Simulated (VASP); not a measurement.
# Ga6HN6 (a cell with a defect) in VASP: further runs

Ga6HN6 (a cell with a defect) is run at these levels: PBE; tasks: single point.

All numbers are computed with VASP 6.6.1; they aren't measurements. Logs are shortened: lines on timing, memory, paths and dates and some standing lists are left out, and cuts for length are marked.

**1. The cell of the first run**

The cell holds a defect, 13 atoms: a = 5.243 Å, b = 5.574 Å, c = 5.574 Å, α = 120.00°, β = 90.00°, γ = 90.00°.

**2. Single point, PBE, collinear spin**

File INCAR:

```
SYSTEM = Ga6HN6
ALGO = Normal
EDIFF = 1E-6
ENCUT = 520
GGA = PE
GGA_COMPAT = .FALSE.
ISIF = 2
ISMEAR = 0
ISPIN = 2
LASPH = .TRUE.
LCHARG = .TRUE.
LELF = .TRUE.
LORBIT = 11
LREAL = .FALSE.
LVHAR = .TRUE.
LWAVE = .FALSE.
MAGMOM = 0 0 0 0 0 0 0 0 0 0 0 0 0.38
NBANDS = 70
NELM = 200
PREC = Accurate
SIGMA = 0.02
```

File KPOINTS:

```
k-points
0
G
  3 3 3
  0 0 0
```

File POSCAR:

```
Ga6HN6
1.0
    0.0000000000      0.0000000000      5.2431684095
    4.8275562239     -2.7871908853      0.0000000000
   -0.0000000001      5.5743817708      0.0000000000
Ga N H
6 6 1
Direct
    0.4989763432      0.3312999219      0.3313006175
    0.4989765340      0.0000006214      0.6687019091
    0.4989763432      0.6687012746      1.0000013144
    1.0017391374      0.0000006214      0.3306385906
    1.0017389467      0.6693635144      0.6693640730
    1.0017389467      0.3306376821      1.0000011774
    0.8779327003      0.3405578151      0.3405584182
    0.8779327003      0.0000006214      0.6594440215
    0.8779327003      0.6594433814      1.0000012219
    0.3753648264      0.0000006214      0.3346381372
    0.3753648264      0.6653637681      0.6653643368
    0.3753648264      0.3346374284      1.0000011875
   -0.2397933657      0.0000008286      0.0000023876
```

Potentials or basis: VASP PAW PBE potentials, release 64 (Ga_d, N, H).

Started as:

```console
cat potpaw_PBE.64/Ga_d/POTCAR potpaw_PBE.64/N/POTCAR potpaw_PBE.64/H/POTCAR > POTCAR
mpirun -np 1 vasp_std > vasp.out
```

OUTCAR:

```text
SYSTEM = Ga6HN6
   EDIFF = 1E-6
   ENCUT = 520
   GGA = PE
   ISIF = 2
   ISMEAR = 0
   ISPIN = 2
   LASPH = .TRUE.
   LORBIT = 11
   LREAL = .FALSE.
   NELM = 200
   PREC = Accurate

 ion  position               nearest neighbor table
   1  0.499  0.331  0.331-  10 1.97  12 1.97  11 1.97   7 1.99
   2  0.499  0.000  0.669-  12 1.97  11 1.97  10 1.97   8 1.99
   3  0.499  0.669  0.000-  10 1.97  11 1.97  12 1.97   9 1.99
   4  0.002  0.000  0.331-   8 1.94  10 1.96   7 1.98   9 1.98
   5  0.002  0.669  0.669-   7 1.94  11 1.96   8 1.98   9 1.98
   6  0.002  0.331  0.000-   9 1.94  12 1.96   8 1.98   7 1.98
   7  0.878  0.341  0.341-   5 1.94   6 1.98   4 1.98   1 1.99
   8  0.878  0.000  0.659-   4 1.94   6 1.98   5 1.98   2 1.99
   9  0.878  0.659  0.000-   6 1.94   5 1.98   4 1.98   3 1.99
  10  0.375  0.000  0.335-   4 1.96   1 1.97   3 1.97   2 1.97
  11  0.375  0.665  0.665-   5 1.96   2 1.97   3 1.97   1 1.97
  12  0.375  0.335  0.000-   6 1.96   2 1.97   1 1.97   3 1.97
  13  0.760  0.000  0.000-

  LATTYP: Found a hexagonal cell.
 ALAT       =     5.5743817707
 C/A-ratio  =     0.9405829427

  Lattice vectors:

 A1 = (   4.8275562239,  -2.7871908853,   0.0000000000)
 A2 = (  -0.0000000001,   5.5743817708,   0.0000000000)
 A3 = (   0.0000000000,   0.0000000000,   5.2431684095)

Analysis of symmetry for initial positions (statically):
=====================================================================
 Subroutine PRICEL returns:
 Original cell was already a primitive cell.

 Routine SETGRP: Setting up the symmetry group for a
 hexagonal supercell.

 Subroutine GETGRP returns: Found  6 space group operations
 (whereof  6 operations were pure point group operations)
 out of a pool of 24 trial point group operations.

The static configuration has the point symmetry C_3v.

Analysis of symmetry for dynamics (positions and initial velocities):
=====================================================================
 Subroutine PRICEL returns:
 Original cell was already a primitive cell.

 Routine SETGRP: Setting up the symmetry group for a
 hexagonal supercell.

 Subroutine GETGRP returns: Found  6 space group operations
 (whereof  6 operations were pure point group operations)
 out of a pool of 24 trial point group operations.

The dynamic configuration has the point symmetry C_3v.

Analysis of structural, dynamic, and magnetic symmetry:
=====================================================================
 Subroutine PRICEL returns:
 Original cell was already a primitive cell.

 Routine SETGRP: Setting up the symmetry group for a
 hexagonal supercell.

 Subroutine GETGRP returns: Found  6 space group operations
 (whereof  6 operations were pure point group operations)
 out of a pool of 24 trial point group operations.

The overall configuration has the point symmetry C_3v.

 Subroutine INISYM returns: Found  6 space group operations
 (whereof  6 operations are pure point group operations),
 and found     1 'primitive' translations

----------------------------------------------------------------------------------------

                                     Primitive cell

  volume of cell :     141.0970

  direct lattice vectors                    reciprocal lattice vectors
     0.000000000  0.000000000  5.243168409     0.000000000  0.000000000  0.190724372
     4.827556224 -2.787190885  0.000000000     0.207144144  0.000000000  0.000000000
    -0.000000000  5.574381771  0.000000000     0.103572072  0.179392091  0.000000000

  length of vectors
     5.243168409  5.574381771  5.574381771     0.190724372  0.207144144  0.207144144

  position of ions in fractional coordinates (direct lattice)
     0.498976343  0.331299922  0.331300617
     0.498976534  0.000000621  0.668701909
     0.498976343  0.668701275  0.000001314
     0.001739137  0.000000621  0.330638591
     0.001738947  0.669363514  0.669364073
     0.001738947  0.330637682  0.000001177
     0.877932700  0.340557815  0.340558418
     0.877932700  0.000000621  0.659444022
[... 74 lines left out ...]
   NELM   =    200;   NELMIN=  2; NELMDL= -5     # of ELM steps
   EDIFF  = 0.1E-05   stopping-criterion for ELM
   LREAL  =      F    real-space projection
   EDIFFG = 0.1E-04   stopping-criterion for IOM
   NSW    =      0    number of steps for IOM
   IBRION =     -1    ionic relax: 0-MD 1-quasi-New 2-CG
   NFREE  =      0    steps in history (QN), initial steepest desc. (CG)
   ISIF   =      2    stress and relaxation
   ISYM   =      2    0-nonsym 1-usesym 2-fastsym
   POTIM  = 0.5000    time-step for ionic-motion
   TEBEG  =    0.0;   TEEND  =   0.0 temperature during run
   PSTRESS=    0.0 pullay stress
   NELECT =     109.0000    total number of electrons
   NUPDOWN=      -1.0000    fix difference up-down
   EMIN   =  10.00;   EMAX   =-10.00  energy-range for DOS
   EFERMI =   0.00;   METHOD = LEGACY
   ISMEAR =     0;   SIGMA  =   0.02  broadening in eV -4-tet -1-fermi 0-gaus
   EFERMI_NEDOS =   21; number of points for ismear=-14 and -15
   IALGO  =     38    algorithm
   IMIX   =      4    mixing-type and parameters
     AMIX     =   0.40;   BMIX     =  1.00
     AMIX_MAG =   1.60;   BMIX_MAG =  1.00
  volume/ion in A,a.u.               =      10.85        73.24
  Fermi-wavevector in a.u.,A,eV,Ry     =   1.502142  2.838637 30.700610  2.256431
  Thomas-Fermi vector in A             =   2.613421
   LORBIT       =     11    0 simple, 1 ext, 2 COOP (PROOUT), +10 PAW based schemes
   GGA     = PE    functional components
   LHFCALC =     F    Hartree Fock is set to
   AEXX    =    0.0000 exact exchange contribution
   IVDW    =     0    specifies the selected vdW correction
   LEPSILON=     F    determine dielectric tensor
   LRPA    =     F    only Hartree local field effects (RPA)
 spin polarized calculation
 Gauss-broadening in eV      SIGMA  =   0.02
  energy-cutoff  :      520.00
  volume of cell :      141.10
 maximum number of plane-waves:      3817
 NGX is ok and might be reduce to    40
   NGX = 19   NGY = 21   NGZ = 21

 number of electron     108.9999951 magnetization       0.9258569

 Free energy of the ion-electron system (eV)
  ---------------------------------------------------
  ext. energy  EPLUGINS =         0.00000000
  ---------------------------------------------------
  free energy    TOTEN  =       -73.29461158 eV

  energy without entropy =      -73.29362776  energy(sigma->0) =      -73.29411967

 E-fermi :   6.2133     XC(G=0): -11.6416

 val. band max:        6.1934201483   @ k =   0.3333   0.3333   0.0000
 cond. band min:       6.6238447020   @ k =   0.3333   0.3333   0.3333
 fundamental gap:      0.4304245537
 Fermi energy:         6.2132510758

 spin component 1

 k-point     1 :       0.0000    0.0000    0.0000
  band No.  band energies     occupation
      1     -10.7768      1.00000
      2      -9.8513      1.00000
      3      -9.7625      1.00000
      4      -9.7625      1.00000
      5      -9.6875      1.00000
      6      -9.6875      1.00000
[... 472 lines left out ...]
     65      12.9941      0.00000
     66      12.9941      0.00000
 Fermi energy:         6.2132510758

 spin component 2

 k-point     1 :       0.0000    0.0000    0.0000
  band No.  band energies     occupation
      1     -10.6817      1.00000
      2      -9.8053      1.00000
      3      -9.6912      1.00000
      4      -9.6911      1.00000
      5      -9.6706      1.00000
      6      -9.6706      1.00000
[... 472 lines left out ...]
     65      13.0291      0.00000
     66      13.0291      0.00000
 [bands above 66 left out]

------------------------ aborting loop because EDIFF is reached ----------------------------------------

  FORCE on cell =-STRESS in cart. coord.  units (eV):
  Direction    XX          YY          ZZ          XY          YZ          ZX
  --------------------------------------------------------------------------------------
  -------------------------------------------------------------------------------------
  Total        3.5158933      3.5158933      2.7212291      0.0000000     -0.0000000      0.0000000
  in kB       39.9234819     39.9234819     30.8999539      0.0000000     -0.0000000      0.0000000
  external PRESSURE =      36.9156392 kB  Pullay stress =       0.0000000 kB

 VOLUME and BASIS-vectors are now :
 -----------------------------------------------------------------------------
  energy-cutoff  :      520.00
  volume of cell :      141.10
      direct lattice vectors                 reciprocal lattice vectors
     0.000000000  0.000000000  5.243168409     0.000000000  0.000000000  0.190724372
     4.827556224 -2.787190885  0.000000000     0.207144144  0.000000000  0.000000000
    -0.000000000  5.574381771  0.000000000     0.103572072  0.179392091  0.000000000

 POSITION                                       TOTAL-FORCE (eV/Angst)
 -----------------------------------------------------------------------------------
      1.59937      0.92340      2.61622        -0.028142     -0.016248      0.051991
      0.00000      3.72760      2.61622        -0.000000      0.032496      0.051991
      3.22819     -1.86379      2.61622         0.028142     -0.016248      0.051991
      0.00000      1.84310      0.00912        -0.000000      0.041510      0.061984
      3.23139      1.86565      0.00912        -0.035949     -0.020755      0.061984
      1.59617     -0.92154      0.00912         0.035949     -0.020755      0.061984
      1.64406      0.94920      4.60315        -0.064081     -0.036997      0.085074
      0.00000      3.67599      4.60315        -0.000000      0.073994      0.085074
      3.18350     -1.83799      4.60315         0.064081     -0.036997      0.085074
      0.00000      1.86540      1.96810        -0.000000      0.029693      0.045478
      3.21208      1.85450      1.96810        -0.025715     -0.014847      0.045478
      1.61548     -0.93269      1.96810         0.025715     -0.014847      0.045478
      0.00000      0.00001      3.98589         0.000000     -0.000000     -0.733582
 -----------------------------------------------------------------------------------
    total drift:                               -0.014360     -0.025502     -0.001170

  FREE ENERGIE OF THE ION-ELECTRON SYSTEM (eV)
  ---------------------------------------------------
  free  energy   TOTEN  =       -73.2946115779 eV

  energy  without entropy=      -73.2936277601  energy(sigma->0) =      -73.29411967

 total charge

# of ion       s       p       d       tot
------------------------------------------
    1        0.778   0.856  10.165  11.798
    2        0.778   0.856  10.165  11.798
    3        0.778   0.856  10.165  11.798
    4        0.789   0.867  10.167  11.823
    5        0.789   0.867  10.167  11.823
    6        0.789   0.867  10.167  11.823
    7        1.240   2.482   0.000   3.722
    8        1.240   2.482   0.000   3.722
    9        1.240   2.482   0.000   3.722
   10        1.226   2.502   0.000   3.729
   11        1.226   2.502   0.000   3.729
   12        1.226   2.502   0.000   3.729
   13        0.453   0.014   0.000   0.466
--------------------------------------------------
tot         12.550  20.135  60.995  93.679

 magnetization (x)

# of ion       s       p       d       tot
------------------------------------------
    1       -0.001  -0.001   0.006   0.003
    2       -0.001  -0.001   0.006   0.003
    3       -0.001  -0.001   0.006   0.003
    4        0.009   0.015   0.004   0.027
    5        0.009   0.015   0.004   0.027
    6        0.009   0.015   0.004   0.027
    7        0.011   0.060   0.000   0.071
    8        0.011   0.060   0.000   0.071
    9        0.011   0.060   0.000   0.071
   10        0.001   0.015   0.000   0.016
   11        0.001   0.015   0.000   0.016
   12        0.001   0.015   0.000   0.016
   13        0.257   0.002   0.000   0.259
--------------------------------------------------
tot          0.317   0.269   0.027   0.614
```

Wall time 5.9 min (1 thread of Intel Xeon 8259CL, shared host); peak memory 0.35 GiB.

What came out:

```yaml
Free_energy: -73.2946 eV
Pressure: 3.7 GPa
Largest_force: 0.734 eV/Å
Net_moment: 0.93 μB per cell
Site_moments: Ga +0.00, +0.03 (each value once); N +0.07, +0.02 (each value once); H +0.26 μB
Valence_electrons_inside_the_program's_atomic_spheres: Ga 11.80, 11.82 (each value once); N 3.72, 3.73 (each value once); H 0.47
```

Forces in eV/Å, atoms in the order of the input:
```
Ga  -0.028 -0.016  0.052
Ga   0.000  0.032  0.052
Ga   0.028 -0.016  0.052
Ga   0.000  0.042  0.062
Ga  -0.036 -0.021  0.062
Ga   0.036 -0.021  0.062
N   -0.064 -0.037  0.085
N    0.000  0.074  0.085
N    0.064 -0.037  0.085
N    0.000  0.030  0.045
N   -0.026 -0.015  0.045
N    0.026 -0.015  0.045
H    0.000  0.000 -0.734
```

Caveat: the k points lie up to 0.43 Å⁻¹ apart.

**3. Single point, PBE, collinear spin (with an interstitial atom, then relaxed in part)**

File INCAR:

```
ALGO = Normal
EDIFF = 1E-6
ENCUT = 520
GGA = PE
GGA_COMPAT = False
ISIF = 2
ISMEAR = 0
ISPIN = 2
LASPH = True
LCHARG = True
LELF = True
LORBIT = 11
LREAL = False
LVHAR = True
LWAVE = False
MAGMOM = 0 0 0 0 0 0 0 0 0 0 0 0 1
NBANDS = 70
NELM = 200
PREC = Accurate
SIGMA = 0.02
```

File KPOINTS:

```
k-points
0
Gamma
  3 3 3
```

File POSCAR:

```
Ga6HN6
1.0
    0.0000000000      0.0000000000      5.2431684095
    4.8275562239     -2.7871908853      0.0000000000
   -0.0000000001      5.5743817708      0.0000000000
Ga N H
6 6 1
Direct
    0.5036806527      0.3324325113      0.3306098730
    0.5036796409     -0.0004203915      0.6649035482
    0.5036788488      0.6667253659      0.9977573723
    1.0026866717     -0.0004232695      0.3257185271
    1.0026854558      0.6716079325      0.6697769556
    1.0026847174      0.3275486421      0.9977457047
    0.8766293554      0.3397128485      0.3378842867
    0.8766286255     -0.0004222331      0.6576107558
    0.8766282274      0.6594433239      0.9977499198
    0.3823299030     -0.0004211437      0.3332475363
    0.3823256090      0.6640896509      0.6622673071
    0.3823265981      0.3350686242      0.9977564447
    0.1539041354     -0.0004055983     -0.0022229790
```

Potentials or basis: VASP PAW PBE potentials, release 64 (Ga_d, N, H).

Started as:

```console
cat potpaw_PBE.64/Ga_d/POTCAR potpaw_PBE.64/N/POTCAR potpaw_PBE.64/H/POTCAR > POTCAR
mpirun -np 1 vasp_std > vasp.out
```

Wall time 3 min (1 thread of Intel Xeon 6975P-C (Granite Rapids), shared host); peak memory 0.41 GiB.

The run converged. Its results:

| Item | Value |
| --- | --- |
| Free energy | -73.5245 eV |
| Pressure | 3.3 GPa |
| Largest force | 0.013 eV/Å |
| Net moment | 0.78 μB per cell |
| Site moments | Ga +0.01; N +0.05, +0.04 (each value once); H +0.21 μB |
| Valence electrons inside the program's atomic spheres | Ga 11.83, 11.80 (each value once); N 3.73, 3.72 (each value once); H 0.49 |

Forces on the atoms (eV/Å):
```
Ga   0.004  0.002  0.007
Ga   0.000 -0.005  0.007
Ga  -0.004  0.002  0.007
Ga   0.000  0.009 -0.009
Ga  -0.007 -0.004 -0.009
Ga   0.007 -0.004 -0.009
N   -0.004 -0.002 -0.001
N    0.000  0.004 -0.001
N    0.004 -0.002 -0.001
N    0.000  0.000  0.002
N    0.000  0.000  0.002
N    0.000  0.000  0.002
H    0.000  0.000  0.005
```

Stress tensor (GPa, compression positive):
```
2.95 0.00 0.00
0.00 2.95 0.00
0.00 0.00 4.07
```

Levels at points of the mesh, in eV from the Fermi level:
Spin up:
```csv
k point,band 52,band 53,band 54,band 55,band 56,band 57,band 58,band 59
"(0.00, 0.00, 0.00)",-1.11,-0.59,-0.56,-0.56,2.01,3.45,4.72,6.49
```
Spin down:
| k point | band 51 | band 52 | band 53 | band 54 | band 55 | band 56 | band 57 | band 58 |
| --- | --- | --- | --- | --- | --- | --- | --- | --- |
| (0.00, 0.00, 0.00) | -1.49 | -0.56 | -0.49 | -0.49 | -0.21 | 2.28 | 3.50 | 4.73 |

Caveat: the k points lie up to 0.43 Å⁻¹ apart; the cell differs from its parent crystal (with an interstitial atom, then relaxed in part).
